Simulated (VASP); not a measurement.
# Te2Mo in VASP: further runs

The runs below take Te2Mo through single point, relaxation of the atoms, with PBEsol.

Program: VASP 6.6.1. These are calculated values, not measurements. Logs are shortened: lines on timing, memory, paths and dates and some standing lists are left out, and cuts for length are marked.

### 1 The cell of the first run

The cell holds a slab with vacuum, 3 atoms: a = 3.648 Å, b = 3.648 Å, c = 17.053 Å, α = 90.00°, β = 90.00°, γ = 120.00°.

### 2 Single point, PBEsol (biaxial strain in the a-b plane: +4.5 %)

File INCAR:

```
SYSTEM = Te2Mo
  PREC = Accurate
  ENCUT = 520
  EDIFF = 1E-6
  ISMEAR = 0
  SIGMA = 0.02
  LREAL = .FALSE.
  LASPH = .TRUE.
  NELM = 60
  ALGO = Normal
  ISIF = 2
  LWAVE = .FALSE.
  LCHARG = .TRUE.
  GGA = PS
  LELF = .TRUE.
  LVHAR = .TRUE.
  NBANDS = 20
```

File KPOINTS:

```
regular mesh
0
G
  12 12 2
  0 0 0
```

File POSCAR:

```
Te2Mo
1.0
    3.6481734146      0.0000000000      0.0000000000
   -1.8240867073      3.1594108545      0.0000000000
    0.0000000000      0.0000000000     17.0532103927
Te Mo
2 1
Direct
    0.3333333333      0.6666666667      0.8974708642
    0.3333333333      0.6666666667      0.1025291358
    0.0000000000      0.0000000000      0.0000000000
```

Potentials or basis: VASP PAW PBE potentials, release 64 (Te, Mo_sv).

Launch:

```
> cat potpaw_PBE.64/Te/POTCAR potpaw_PBE.64/Mo_sv/POTCAR > POTCAR
> mpirun -np 1 vasp_std > vasp.out
```

OUTCAR:

```text
SYSTEM = Te2Mo
   PREC = Accurate
   ENCUT = 520
   EDIFF = 1E-6
   ISMEAR = 0
   LREAL = .FALSE.
   LASPH = .TRUE.
   NELM = 60
   ISIF = 2
   GGA = PS

 ion  position               nearest neighbor table
   1  0.333  0.667  0.897-   3 2.74   3 2.74   3 2.74   2 3.50
   2  0.333  0.667  0.103-   3 2.74   3 2.74   3 2.74   1 3.50
   3  0.000  0.000  0.000-   1 2.74   2 2.74   1 2.74   2 2.74   1 2.74   2 2.74

  LATTYP: Found a hexagonal cell.
 ALAT       =     3.6481734146
 C/A-ratio  =     4.6744516926

  Lattice vectors:

 A1 = (   3.6481734146,   0.0000000000,   0.0000000000)
 A2 = (  -1.8240867073,   3.1594108545,   0.0000000000)
 A3 = (   0.0000000000,   0.0000000000,  17.0532103927)

Analysis of symmetry for initial positions (statically):
=====================================================================
 Subroutine PRICEL returns:
 Original cell was already a primitive cell.

 Routine SETGRP: Setting up the symmetry group for a
 hexagonal supercell.

 Subroutine GETGRP returns: Found 12 space group operations
 (whereof 12 operations were pure point group operations)
 out of a pool of 24 trial point group operations.

The static configuration has the point symmetry D_3h.

Analysis of symmetry for dynamics (positions and initial velocities):
=====================================================================
 Subroutine PRICEL returns:
 Original cell was already a primitive cell.

 Routine SETGRP: Setting up the symmetry group for a
 hexagonal supercell.

 Subroutine GETGRP returns: Found 12 space group operations
 (whereof 12 operations were pure point group operations)
 out of a pool of 24 trial point group operations.

The dynamic configuration has the point symmetry D_3h.

 Subroutine INISYM returns: Found 12 space group operations
 (whereof 12 operations are pure point group operations),
 and found     1 'primitive' translations

----------------------------------------------------------------------------------------

                                     Primitive cell

  volume of cell :     196.5566

  direct lattice vectors                    reciprocal lattice vectors
     3.648173415  0.000000000  0.000000000     0.274109777  0.158257353  0.000000000
    -1.824086707  3.159410854  0.000000000     0.000000000  0.316514707  0.000000000
     0.000000000  0.000000000 17.053210393     0.000000000  0.000000000  0.058639985

  length of vectors
     3.648173415  3.648173415 17.053210393     0.316514707  0.316514707  0.058639985

  position of ions in fractional coordinates (direct lattice)
     0.333333333  0.666666667  0.897470864
     0.333333333  0.666666667  0.102529136
     0.000000000  0.000000000  0.000000000

  ion indices of the primitive-cell ions
   primitive index   ion index
                 1           1
                 2           2
                 3           3

----------------------------------------------------------------------------------------

 KPOINTS: regular mesh

Automatic generation of k-mesh.
 Grid dimensions read from file:
 generate k-points for:   12   12    2

 Generating k-lattice:

  Cartesian coordinates                     Fractional coordinates (reciprocal lattice)
     0.022842481  0.013188113  0.000000000     0.083333333 -0.000000000  0.000000000
     0.000000000  0.026376226  0.000000000     0.000000000  0.083333333  0.000000000
     0.000000000  0.000000000  0.029319992     0.000000000  0.000000000  0.500000000

  Length of vectors
     0.026376226  0.026376226  0.029319992

  Shift w.r.t. Gamma in fractional coordinates (k-lattice)
     0.000000000  0.000000000  0.000000000

 Subroutine IBZKPT returns following result:
 ===========================================

 Found     38 irreducible k-points:

 Following reciprocal coordinates:
            Coordinates               Weight
  0.000000  0.000000  0.000000      1.000000
  0.083333 -0.000000  0.000000      6.000000
  0.166667  0.000000  0.000000      6.000000
  0.250000  0.000000  0.000000      6.000000
  0.333333 -0.000000  0.000000      6.000000
  0.416667 -0.000000  0.000000      6.000000
[... 16 lines left out ...]
  0.250000  0.000000  0.500000      6.000000
  0.333333 -0.000000  0.500000      6.000000
 [... further k-points ...]
   k-points           NKPTS =     38   k-points in BZ     NKDIM =     38   number of bands    NBANDS=     20
   number of dos      NEDOS =    301   number of ions     NIONS =      3
   total plane-waves  NPLWV = 100352
   dimension x,y,z NGX =    28 NGY =   28 NGZ =  128
   dimension x,y,z NGXF=    56 NGYF=   56 NGZF=  256
   ions per type =               2   1
   NGX,Y,Z   is equivalent  to a cutoff of  12.76, 12.76, 12.48 a.u.
   NGXF,Y,Z  is equivalent  to a cutoff of  25.52, 25.52, 24.96 a.u.
 SYSTEM =  Te2Mo
   PREC   = accura    normal or accurate (medium, high low for compatibility)
   ISTART =      0    job   : 0-new  1-cont  2-samecut
   ICHARG =      2    charge: 1-file 2-atom 10-const
[... 84 lines left out ...]
     20       5.6165      0.00000

 k-point     3 :       0.1667    0.0000    0.0000
  band No.  band energies     occupation
      1     -60.7880      2.00000
      2     -34.9099      2.00000
      3     -34.9094      2.00000
      4     -34.8925      2.00000
      5     -12.1938      2.00000
      6     -11.2308      2.00000
[... 12 lines left out ...]
     19       5.2244      0.00000
     20       6.0412      0.00000

 k-point     4 :       0.2500    0.0000    0.0000
  band No.  band energies     occupation
      1     -60.7865      2.00000
      2     -34.9324      2.00000
      3     -34.9043      2.00000
      4     -34.8977      2.00000
      5     -11.8221      2.00000
      6     -10.9915      2.00000
[... 12 lines left out ...]
     19       5.6890      0.00000
     20       6.2690      0.00000

 k-point     5 :       0.3333   -0.0000    0.0000
  band No.  band energies     occupation
      1     -60.7851      2.00000
      2     -34.9548      2.00000
      3     -34.9030      2.00000
      4     -34.8992      2.00000
      5     -11.3879      2.00000
      6     -10.7173      2.00000
[... 12 lines left out ...]
     19       5.7759      0.00000
     20       6.0481      0.00000

 k-point     6 :       0.4167   -0.0000    0.0000
  band No.  band energies     occupation
      1     -60.7840      2.00000
      2     -34.9712      2.00000
      3     -34.9068      2.00000
      4     -34.8955      2.00000
      5     -11.0094      2.00000
      6     -10.4860      2.00000
[... 12 lines left out ...]
     19       5.8575      0.00000
     20       6.1649      0.00000

 k-point     7 :       0.5000    0.0000    0.0000
  band No.  band energies     occupation
      1     -60.7836      2.00000
      2     -34.9771      2.00000
      3     -34.9082      2.00000
      4     -34.8942      2.00000
      5     -10.8520      2.00000
      6     -10.3928      2.00000
[... 12 lines left out ...]
     19       5.8013      0.00000
     20       6.3644      0.00000
[... 277 lines left out ...]
 k-point    20 :       0.0000    0.0000    0.5000
  band No.  band energies     occupation
      1     -60.7895      2.00000
      2     -34.9144      2.00000
      3     -34.8873      2.00000
      4     -34.8873      2.00000
      5     -12.5223      2.00000
      6     -11.4444      2.00000
[... 12 lines left out ...]
     19       4.4966      0.00000
     20       5.4956      0.00000

 k-point    21 :       0.0833   -0.0000    0.5000
  band No.  band energies     occupation
      1     -60.7891      2.00000
      2     -34.9131      2.00000
      3     -34.8933      2.00000
      4     -34.8887      2.00000
      5     -12.4378      2.00000
      6     -11.3893      2.00000
[... 12 lines left out ...]
     19       4.6048      0.00000
     20       5.8727      0.00000

 k-point    22 :       0.1667    0.0000    0.5000
  band No.  band energies     occupation
      1     -60.7880      2.00000
      2     -34.9099      2.00000
      3     -34.9094      2.00000
      4     -34.8925      2.00000
      5     -12.1938      2.00000
      6     -11.2308      2.00000
[... 12 lines left out ...]
     19       4.9172      0.00000
     20       6.5273      0.00000

 k-point    23 :       0.2500    0.0000    0.5000
  band No.  band energies     occupation
      1     -60.7865      2.00000
      2     -34.9324      2.00000
      3     -34.9043      2.00000
      4     -34.8977      2.00000
      5     -11.8221      2.00000
      6     -10.9915      2.00000
[... 12 lines left out ...]
     19       5.4117      0.00000
     20       6.4434      0.00000

 k-point    24 :       0.3333   -0.0000    0.5000
  band No.  band energies     occupation
      1     -60.7851      2.00000
      2     -34.9548      2.00000
      3     -34.9030      2.00000
      4     -34.8992      2.00000
      5     -11.3879      2.00000
      6     -10.7173      2.00000
[... 12 lines left out ...]
     19       5.8453      0.00000
     20       5.9471      0.00000

 [... further k-points ...]

------------------------ aborting loop because EDIFF is reached ----------------------------------------

  FORCE on cell =-STRESS in cart. coord.  units (eV):
  Direction    XX          YY          ZZ          XY          YZ          ZX
  --------------------------------------------------------------------------------------
  -------------------------------------------------------------------------------------
  Total       -3.0152388     -3.0152388     -0.0020700      0.0000000     -0.0000000     -0.0000000
  in kB      -24.5778886    -24.5778886     -0.0168734      0.0000000     -0.0000000     -0.0000000
  external PRESSURE =     -16.3908836 kB  Pullay stress =       0.0000000 kB

 VOLUME and BASIS-vectors are now :
 -----------------------------------------------------------------------------
  energy-cutoff  :      520.00
  volume of cell :      196.56
      direct lattice vectors                 reciprocal lattice vectors
     3.648173415  0.000000000  0.000000000     0.274109777  0.158257353  0.000000000
    -1.824086707  3.159410854  0.000000000     0.000000000  0.316514707  0.000000000
     0.000000000  0.000000000 17.053210393     0.000000000  0.000000000  0.058639985

 POSITION                                       TOTAL-FORCE (eV/Angst)
 -----------------------------------------------------------------------------------
     -0.00000      2.10627     15.30476        -0.000000      0.000000     -0.002407
     -0.00000      2.10627      1.74845        -0.000000     -0.000000      0.002407
      0.00000      0.00000      0.00000         0.000000      0.000000      0.000000
 -----------------------------------------------------------------------------------
    total drift:                                0.000000     -0.000000     -0.000000

  FREE ENERGIE OF THE ION-ELECTRON SYSTEM (eV)
  ---------------------------------------------------
  free  energy   TOTEN  =       -19.4799831363 eV

  energy  without entropy=      -19.4799831363  energy(sigma->0) =      -19.47998314
```

Wall time 7 min (1 thread of Intel Xeon 8259CL, shared host); peak memory 0.38 GiB.

Results:

```
Free energy            : -19.4800 eV
Band gap on the k mesh : 0.86 eV
```

Forces on the atoms (eV/Å):
```
Te   0.000  0.000 -0.002
Te   0.000  0.000  0.002
Mo   0.000  0.000  0.000
```

Caveat: the cell differs from its parent crystal (biaxial strain in the a-b plane: +4.5 %); the PAW data sets were made with another functional, which shifts forces and pressure a little; spin-orbit coupling is left out, which moves the levels of the heavy elements.

### 3 Single point, PBEsol

File INCAR:

```
  PREC = Accurate
  ENCUT = 520
  EDIFF = 1E-7
  ISMEAR = 0
  SIGMA = 0.02
  LREAL = False
  LASPH = True
  NELM = 60
  ALGO = Normal
  ISIF = 2
  LWAVE = False
  LCHARG = True
  GGA = PS
  LELF = True
  LVHAR = True
  NBANDS = 20
```

File KPOINTS:

```
regular mesh
0
Gamma
  12 12 2
```

File POSCAR:

```
Te2Mo
1.0
    3.6481734146      0.0000000000      0.0000000000
   -1.8240867073      3.1594108545      0.0000000000
    0.0000000000      0.0000000000     17.0526711373
Te Mo
2 1
Direct
    0.3333333333      0.6666666667      0.8975850769
    0.3333333333      0.6666666667      0.1024149231
    0.0000000000      0.0000000000      0.0000000000
```

Potentials or basis: VASP PAW PBE potentials, release 64 (Te, Mo_sv).

Launch:

```
> cat potpaw_PBE.64/Te/POTCAR potpaw_PBE.64/Mo_sv/POTCAR > POTCAR
> mpirun -np 1 vasp_std > vasp.out
```

Wall time 7.1 min (1 thread of Intel Xeon 8259CL, shared host); peak memory 0.39 GiB.

The run converged. Its results:

| Quantity | Value |
| --- | --- |
| Free energy | -19.4799 eV |
| Largest force | 0.031 eV/Å |
| Band gap on the k mesh | 0.85 eV |

Forces on the atoms (eV/Å):
```
Te   0.000  0.000 -0.031
Te   0.000  0.000  0.031
Mo   0.000  0.000  0.000
```

Levels at points of the mesh, in eV from the valence-band top:
```tsv
k point	band 10	band 11	band 12	band 13	band 14	band 15	band 16	band 17
(0.00, 0.00, 0.00)	-1.21	-0.99	-0.99	-0.07	2.91	2.91	3.23	3.23
(0.50, 0.00, 0.00)	-2.30	-1.25	-0.59	-0.52	1.26	1.60	3.34	3.73
(0.00, 0.00, 0.50)	-1.21	-0.99	-0.99	-0.07	2.91	2.91	3.23	3.23
(0.50, 0.00, 0.50)	-2.30	-1.25	-0.59	-0.52	1.26	1.60	3.34	3.73
```

Caveat: the PAW data sets were made with another functional, which shifts forces and pressure a little; spin-orbit coupling is left out, which moves the levels of the heavy elements.

### 4 Relaxation of the atoms, PBEsol (strain along c alone, the other axes held: +3.0 %)

File INCAR:

```
SYSTEM = Te2Mo
ALGO = Normal ; EDIFF = 1E-6
EDIFFG = -0.008 ; ENCUT = 520
GGA = PS ; IBRION = 2
ISIF = 2 ; ISMEAR = 0
LASPH = .True. ; LCHARG = .False.
LREAL = .False. ; LWAVE = .False.
NELM = 60 ; NSW = 60
PREC = Accurate ; SIGMA = 0.02
```

File KPOINTS:

```
k-points
0
Gamma
  12 12 2
  0 0 0
```

File POSCAR:

```
Te2Mo
1.0
    3.4910750445      0.0000000000      0.0000000000
   -1.7455375222      3.0233596750      0.0000000000
    0.0000000000      0.0000000000     18.0522165667
Te Mo
2 1
Direct
    0.3333333333      0.6666666667      0.8986255695
    0.3333333333      0.6666666667      0.1013744305
    0.0000000000      0.0000000000      0.0000000000
```

Launch:

```
> cat potpaw_PBE.64/Te/POTCAR potpaw_PBE.64/Mo_sv/POTCAR > POTCAR
> mpirun -np 1 vasp_std > vasp.out
```

Wall time 2.8 min (1 thread of AMD EPYC 9R45 (Zen 5), shared host); peak memory 0.38 GiB.

The run converged. Its results:

- Free energy: -19.6145 eV
- Energy gained by relaxing: 2.8 meV/atom
- Ionic steps: 3
- Largest force after relaxing: 0.003 eV/Å
- Band gap on the k mesh: 1.20 eV

Forces in eV/Å, atoms in the order of the input:
```
Te   0.000  0.000  0.003
Te   0.000  0.000 -0.003
Mo   0.000  0.000  0.000
```

The path:
```
step  energy change (eV)  largest force (eV/Å)  pressure (GPa)
   1              0.0000                0.3347           -0.60
   2             -0.0073                0.1170           -0.21
   3             -0.0083                0.0030           -0.01
```

Final structure:
```xyz
3
Lattice="3.4911 0.0000 0.0000 -1.7455 3.0234 0.0000 0.0000 0.0000 18.0522" Properties=species:S:1:pos:R:3 pbc="T T T"
Te    0.0000    2.0156   16.2465
Te    0.0000    2.0156    1.8057
Mo    0.0000    0.0000    0.0000
```

Levels at points of the mesh, in eV from the valence-band top:
| k point | band 9 | band 10 | band 11 | band 12 | band 13 | band 14 | band 15 | band 16 | band 17 |
| --- | --- | --- | --- | --- | --- | --- | --- | --- | --- |
| (0.00, 0.00, 0.00) | -1.63 | -1.63 | -0.82 | -0.82 | -0.57 | 3.28 | 3.28 | 3.58 | 3.58 |
| (0.50, 0.00, 0.00) | -3.38 | -2.30 | -1.69 | -0.78 | -0.19 | 1.54 | 1.84 | 3.37 | 3.83 |
| (0.00, 0.00, 0.50) | -1.63 | -1.63 | -0.82 | -0.82 | -0.57 | 3.28 | 3.28 | 3.58 | 3.58 |
| (0.50, 0.00, 0.50) | -3.38 | -2.30 | -1.69 | -0.78 | -0.19 | 1.54 | 1.84 | 3.37 | 3.83 |

Caveat: the cell differs from its parent crystal (strain along c alone, the other axes held: +3.0 %); the PAW data sets were made with another functional, which shifts forces and pressure a little; spin-orbit coupling is left out, which moves the levels of the heavy elements.

### 5 Relaxation of the atoms, PBEsol (equal strain along all axes, cell held: +3.0 %)

File INCAR:

```
SYSTEM = Te2Mo
PREC = Accurate ; ENCUT = 520
EDIFF = 1E-7 ; ISMEAR = 0
SIGMA = 0.02 ; LREAL = .False.
LASPH = .True. ; NELM = 60
ALGO = Normal ; ISIF = 2
LWAVE = .False. ; LCHARG = .False.
GGA = PS ; IBRION = 2
NSW = 60 ; EDIFFG = -0.008
```

File KPOINTS:

```
Automatic mesh
0
Gamma
  12 12 2
  0 0 0
```

File POSCAR:

```
Te2Mo
1.0
    3.5958072890      0.0000000000      0.0000000000
   -1.7979036445      3.1140604594      0.0000000000
    0.0000000000      0.0000000000     18.0522165514
Te Mo
2 1
Direct
    0.3333333333      0.6666666667      0.8997617956
    0.3333333333      0.6666666667      0.1002382044
    0.0000000000      0.0000000000      0.0000000000
```

Launch:

```
> cat potpaw_PBE.64/Te/POTCAR potpaw_PBE.64/Mo_sv/POTCAR > POTCAR
> mpirun -np 1 vasp_std > vasp.out
```

It took 7.9 min on 1 thread of Oxide Virtual Turin-like, shared host; peak memory 0.39 GiB.

Results (log left out):

| Quantity | Value |
| --- | --- |
| Free energy | -19.5532 eV |
| Energy gained by relaxing | 8.3 meV/atom |
| Ionic steps | 3 |
| Largest force after relaxing | 0.004 eV/Å |
| Band gap on the k mesh | 0.96 eV |

Forces in eV/Å, atoms in the order of the input:
```
Te   0.000  0.000  0.004
Te   0.000  0.000 -0.004
Mo   0.000  0.000  0.000
```

Step by step:
```
step  energy change (eV)  largest force (eV/Å)  pressure (GPa)
   1              0.0000                0.5668           -2.02
   2             -0.0215                0.2129           -1.44
   3             -0.0248                0.0037           -1.10
```

Final structure:
```
Te Mo
1.0
     3.59581    0.00000    0.00000
    -1.79790    3.11406    0.00000
     0.00000    0.00000   18.05222
Te Mo
2 1
Direct
  0.33333 0.66667 0.90212
  0.33333 0.66667 0.09788
  0.00000 0.00000 0.00000
```

Levels at points of the mesh, in eV from the valence-band top:
| k point | band 10 | band 11 | band 12 | band 13 | band 14 | band 15 | band 16 | band 17 |
| --- | --- | --- | --- | --- | --- | --- | --- | --- |
| (0.00, 0.00, 0.00) | -1.43 | -0.95 | -0.95 | -0.24 | 3.01 | 3.01 | 3.33 | 3.33 |
| (0.50, 0.00, 0.00) | -2.31 | -1.40 | -0.66 | -0.42 | 1.33 | 1.69 | 3.35 | 3.75 |
| (0.00, 0.00, 0.50) | -1.43 | -0.95 | -0.95 | -0.24 | 3.01 | 3.01 | 3.33 | 3.33 |
| (0.50, 0.00, 0.50) | -2.31 | -1.40 | -0.66 | -0.42 | 1.33 | 1.69 | 3.35 | 3.75 |

Caveat: the cell differs from its parent crystal (equal strain along all axes, cell held: +3.0 %); the PAW data sets were made with another functional, which shifts forces and pressure a little; spin-orbit coupling is left out, which moves the levels of the heavy elements.

### 6 Overview

| task | cell | gap on the mesh (eV) |
| --- | --- | --- |
| single point | a = 3.648, b = 3.648, c = 17.053 Å, angles 90.0, 90.0, 120.0°, 3 atoms, atomic positions A | 0.85 |
| relaxation of the atoms | atoms relaxed from a = 3.491, b = 3.491, c = 18.052 Å, angles 90.0, 90.0, 120.0°, 3 atoms, atomic positions B | 1.20 |
| relaxation of the atoms | atoms relaxed from a = 3.596, b = 3.596, c = 18.052 Å, angles 90.0, 90.0, 120.0°, 3 atoms, atomic positions C | 0.96 |

Alike in all rows: level PBEsol; potentials or basis VASP PAW PBE potentials, release 64 (Te, Mo_sv); no spin polarisation; k mesh 12 × 12 × 2; cutoff (eV) 520; smearing gaussian 0.02 eV.

Caveats: the PAW data sets were made with another functional, which shifts forces and pressure a little; spin-orbit coupling is left out, which moves the levels of the heavy elements.

Absolute energies hang on the potentials; compare differences alone.
